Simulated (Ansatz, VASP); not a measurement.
## AlN in VASP and in Ansatz

```
CELL_PARAMETERS angstrom
0.00000 1.79746 1.79746
1.79746 0.00000 1.79746
1.79746 1.79746 0.00000
ATOMIC_POSITIONS crystal
Al 0.00000 0.00000 0.00000
N 0.50000 0.50000 0.50000
```

Change from the starting cell: volume scaled by 0.72, LAPW.

Alike in both runs: task single point; functional LDA; k mesh 15 × 15 × 15; occupations fermi-dirac, width 0.1 eV; no spin polarisation.

```csv
,VASP,Ansatz
version,VASP 6.6.1,Ansatz 0.2.0
potentials or method,"VASP PAW LDA potentials, release 64 (Al, N), cutoff 600 eV","all-electron LAPW, scalar-relativistic"
```

VASP gave:

- gap on the k mesh at the Fermi level (eV): 4.29
- pressure (GPa): 175.4

Q: Estimate Ansatz's values.

A: gap on the k mesh at the Fermi level (eV): 4.34; pressure (GPa): 172.0.

LDA's correlation is that of Perdew and Zunger in VASP and of Perdew and Wang (1992) in Ansatz. Both programs put the cell under a high pressure, so it lies far from rest at this level. Ansatz ran all-electron here, and VASP with PAW potentials.

Noted on VASP's run: the cell as given lies far from equilibrium.
